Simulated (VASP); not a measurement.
# CdO (Fm-3m) in VASP: single point with r2SCAN

Aim: the single point of CdO with r2SCAN.

All numbers are computed with VASP 6.6.1; they aren't measurements. Logs are shortened: lines on timing, memory, paths and dates and some standing lists are left out, and cuts for length are marked.

### Step 1. The cell of the first run

Symmetry: Fm-3m, No. 225, cubic system. Conventional cell: a = 4.696 Å, b = 4.696 Å, c = 4.696 Å, α = 90.00°, β = 90.00°, γ = 90.00°. Within 3.1 Å of Cd (site symmetry m-3m) lie 6 O at 2.35 Å. O (site symmetry m-3m) has 6 Cd at 2.35 Å within 3.1 Å.

### Step 2. Single point, r2SCAN

The input, POSCAR:

```
CdO
1.0
    0.0000000000      2.3481500000      2.3481500000
    2.3481500000      0.0000000000      2.3481500000
    2.3481500000      2.3481500000      0.0000000000
Cd O
1 1
Direct
    0.0000000000      0.0000000000      0.0000000000
    0.5000000000      0.5000000000      0.5000000000
```

The input, INCAR.step1:

```
ALGO = Normal
EDIFF = 1E-5
ENCUT = 770
GGA = PE
GGA_COMPAT = False
ISMEAR = 0
LASPH = True
LCHARG = False
LREAL = False
LWAVE = True
NBANDS = 20
NELM = 120
PREC = Accurate
SIGMA = 0.1
```

The input, INCAR.step2:

```
ALGO = Normal
EDIFF = 1E-6
ENCUT = 770
GGA_COMPAT = False
ISIF = 2
ISMEAR = 0
ISTART = 1
LASPH = True
LCHARG = True
LELF = True
LMIXTAU = True
LREAL = False
LVHAR = True
LWAVE = False
METAGGA = R2SCAN
NBANDS = 20
NELM = 120
PREC = Accurate
SIGMA = 0.1
```

The input, KPOINTS:

```
k-points
0
Gamma
  6 6 6
```

Potentials or basis: VASP PAW PBE potentials, release 64 (Cd_sv_GW, O).

The run is started by

```sh
> cat potpaw_PBE.64/Cd_sv_GW/POTCAR potpaw_PBE.64/O/POTCAR > POTCAR
> cp INCAR.step1 INCAR
> mpirun -np 1 vasp_std > vasp.out
> cp INCAR.step2 INCAR
> mpirun -np 1 vasp_std > vasp.out
```

OUTCAR:

```text
EDIFF = 1E-6
   ENCUT = 770
   ISIF = 2
   ISMEAR = 0
   ISTART = 1
   LASPH = True
   LREAL = False
   METAGGA = R2SCAN
   NELM = 120
   PREC = Accurate

 ion  position               nearest neighbor table
   1  0.000  0.000  0.000-
   2  0.500  0.500  0.500-

  LATTYP: Found a face centered cubic cell.
 ALAT       =     4.6963000000

  Lattice vectors:

 A1 = (   0.0000000000,   2.3481500000,   2.3481500000)
 A2 = (   2.3481500000,   0.0000000000,   2.3481500000)
 A3 = (   2.3481500000,   2.3481500000,   0.0000000000)

Analysis of symmetry for initial positions (statically):
=====================================================================
 Subroutine PRICEL returns:
 Original cell was already a primitive cell.

 Routine SETGRP: Setting up the symmetry group for a
 face centered cubic supercell.

 Subroutine GETGRP returns: Found 48 space group operations
 (whereof 48 operations were pure point group operations)
 out of a pool of 48 trial point group operations.

The static configuration has the point symmetry O_h .

Analysis of symmetry for dynamics (positions and initial velocities):
=====================================================================
 Subroutine PRICEL returns:
 Original cell was already a primitive cell.

 Routine SETGRP: Setting up the symmetry group for a
 face centered cubic supercell.

 Subroutine GETGRP returns: Found 48 space group operations
 (whereof 48 operations were pure point group operations)
 out of a pool of 48 trial point group operations.

The dynamic configuration has the point symmetry O_h .

 Subroutine INISYM returns: Found 48 space group operations
 (whereof 48 operations are pure point group operations),
 and found     1 'primitive' translations

----------------------------------------------------------------------------------------

                                     Primitive cell

  volume of cell :      25.8945

  direct lattice vectors                    reciprocal lattice vectors
     0.000000000  2.348150000  2.348150000    -0.212933586  0.212933586  0.212933586
     2.348150000  0.000000000  2.348150000     0.212933586 -0.212933586  0.212933586
     2.348150000  2.348150000  0.000000000     0.212933586  0.212933586 -0.212933586
[... 67 lines left out ...]
   ISTART =      1    job   : 0-new  1-cont  2-samecut
   ICHARG =      0    charge: 1-file 2-atom 10-const
   ISPIN  =      1    spin polarized calculation?
   LNONCOLLINEAR =      F non collinear calculations
   LSORBIT =      F    spin-orbit coupling
   LASPH  =      T    aspherical Exc in radial PAW
   ENCUT  =  770.0 eV  56.59 Ry    7.52 a.u.   7.51  7.51  7.51*2*pi/ulx,y,z
   NELM   =    120;   NELMIN=  2; NELMDL=  0     # of ELM steps
   EDIFF  = 0.1E-05   stopping-criterion for ELM
   LREAL  =      F    real-space projection
   EDIFFG = 0.1E-04   stopping-criterion for IOM
   NSW    =      0    number of steps for IOM
   IBRION =     -1    ionic relax: 0-MD 1-quasi-New 2-CG
   NFREE  =      0    steps in history (QN), initial steepest desc. (CG)
   ISIF   =      2    stress and relaxation
   ISYM   =      2    0-nonsym 1-usesym 2-fastsym
   POTIM  = 0.5000    time-step for ionic-motion
   TEBEG  =    0.0;   TEEND  =   0.0 temperature during run
   PSTRESS=    0.0 pullay stress
   NELECT =      26.0000    total number of electrons
   NUPDOWN=      -1.0000    fix difference up-down
   EMIN   =  10.00;   EMAX   =-10.00  energy-range for DOS
   EFERMI =   0.00;   METHOD = LEGACY
   ISMEAR =     0;   SIGMA  =   0.10  broadening in eV -4-tet -1-fermi 0-gaus
   EFERMI_NEDOS =   21; number of points for ismear=-14 and -15
   IALGO  =     38    algorithm
   IMIX   =      4    mixing-type and parameters
     AMIX     =   0.40;   BMIX     =  1.00
     AMIX_MAG =   1.60;   BMIX_MAG =  1.00
  volume/ion in A,a.u.               =      12.95        87.37
  Fermi-wavevector in a.u.,A,eV,Ry     =   1.639319  3.097864 36.563840  2.687366
  Thomas-Fermi vector in A             =   2.730144
   LORBIT       =      0    0 simple, 1 ext, 2 COOP (PROOUT), +10 PAW based schemes
   METAGGA = R2SCAN    functional components
   LHFCALC =     F    Hartree Fock is set to
   AEXX    =    0.0000 exact exchange contribution
   IVDW    =     0    specifies the selected vdW correction
   LEPSILON=     F    determine dielectric tensor
   LRPA    =     F    only Hartree local field effects (RPA)
 non-spin polarized calculation
 Gauss-broadening in eV      SIGMA  =   0.10
  energy-cutoff  :      770.00
  volume of cell :       25.89
 maximum number of plane-waves:      1278
   NGX = 15   NGY = 15   NGZ = 15

 number of electron      25.9999996 magnetization

 Free energy of the ion-electron system (eV)
  ---------------------------------------------------
  ext. energy  EPLUGINS =         0.00000000
  ---------------------------------------------------
  free energy    TOTEN  =       -28.67097872 eV

  energy without entropy =      -28.67002597  energy(sigma->0) =      -28.67050235

 E-fermi :   4.7837     XC(G=0): -12.5759

 val. band max:        4.6700043347   @ k =   0.5000   0.0000   0.0000
 cond. band min:       4.7855591437   @ k =   0.0000   0.0000   0.0000
 fundamental gap:      0.1155548090
 Fermi energy:         4.7836776685

 k-point     1 :       0.0000    0.0000    0.0000
  band No.  band energies     occupation
      1     -98.5066      2.00000
      2     -58.6883      2.00000
      3     -58.6883      2.00000
      4     -58.6883      2.00000
      5     -13.6219      2.00000
      6      -2.2417      2.00000
[... 357 lines left out ...]
     19      26.4016      0.00000
     20      30.1024      0.00000

------------------------ aborting loop because EDIFF is reached ----------------------------------------

  FORCE on cell =-STRESS in cart. coord.  units (eV):
  Direction    XX          YY          ZZ          XY          YZ          ZX
  --------------------------------------------------------------------------------------
  -------------------------------------------------------------------------------------
  Total        0.0917083      0.0917083      0.0917083     -0.0000000      0.0000000     -0.0000000
  in kB        5.6742945      5.6742945      5.6742945     -0.0000000      0.0000000     -0.0000000
  external PRESSURE =       5.6742945 kB  Pullay stress =       0.0000000 kB

 VOLUME and BASIS-vectors are now :
 -----------------------------------------------------------------------------
  energy-cutoff  :      770.00
  volume of cell :       25.89
      direct lattice vectors                 reciprocal lattice vectors
     0.000000000  2.348150000  2.348150000    -0.212933586  0.212933586  0.212933586
     2.348150000  0.000000000  2.348150000     0.212933586 -0.212933586  0.212933586
     2.348150000  2.348150000  0.000000000     0.212933586  0.212933586 -0.212933586

 POSITION                                       TOTAL-FORCE (eV/Angst)
 -----------------------------------------------------------------------------------
      0.00000      0.00000      0.00000         0.000000      0.000000     -0.000000
      2.34815      2.34815      2.34815        -0.000000     -0.000000      0.000000
 -----------------------------------------------------------------------------------
    total drift:                               -0.000000      0.000000      0.000000

  FREE ENERGIE OF THE ION-ELECTRON SYSTEM (eV)
  ---------------------------------------------------
  free  energy   TOTEN  =       -28.6709787199 eV

  energy  without entropy=      -28.6700259738  energy(sigma->0) =      -28.67050235
```

OSZICAR.step1:

```text
N       E                     dE             d eps       ncg     rms          rms(c)
DAV:   1     0.554091139226E+03    0.55409E+03   -0.19366E+04   648   0.246E+03
DAV:   2     0.388144779433E+02   -0.51528E+03   -0.48745E+03   644   0.711E+02
DAV:   3    -0.756649489454E+01   -0.46381E+02   -0.45651E+02   940   0.256E+02
DAV:   4    -0.954578162203E+01   -0.19793E+01   -0.19781E+01   892   0.518E+01
DAV:   5    -0.961072219304E+01   -0.64941E-01   -0.64939E-01   880   0.859E+00    0.149E+01
DAV:   6    -0.785774384187E+01    0.17530E+01   -0.87305E+00   964   0.497E+01    0.159E+01
DAV:   7    -0.783256126833E+01    0.25183E-01   -0.86911E-01   992   0.111E+01    0.981E+00
DAV:   8    -0.782148713302E+01    0.11074E-01   -0.19056E-01   856   0.557E+00    0.889E-01
DAV:   9    -0.781157587881E+01    0.99113E-02   -0.49809E-02   940   0.259E+00    0.145E-01
DAV:  10    -0.781169269976E+01   -0.11682E-03   -0.22353E-03   760   0.474E-01    0.701E-02
DAV:  11    -0.781169586842E+01   -0.31687E-05   -0.99504E-05   880   0.999E-02
   1 F= -.78116959E+01 E0= -.78110685E+01  d E =-.125468E-02
```

Wall time 63 s (1 thread of Intel Xeon Platinum 8375C at 2.90GHz (Ice Lake), shared host); peak memory 0.19 GiB.

What came out:

| Item | Value |
| --- | --- |
| Free energy | -28.6710 eV |
| Pressure | 0.6 GPa |
| Band gap on the k mesh | 0.12 eV (least direct gap 1.50 eV) |

Caveat: semilocal functionals underestimate gaps, and a narrow one can read as zero; the PAW data sets were made with another functional, which shifts forces and pressure a little.
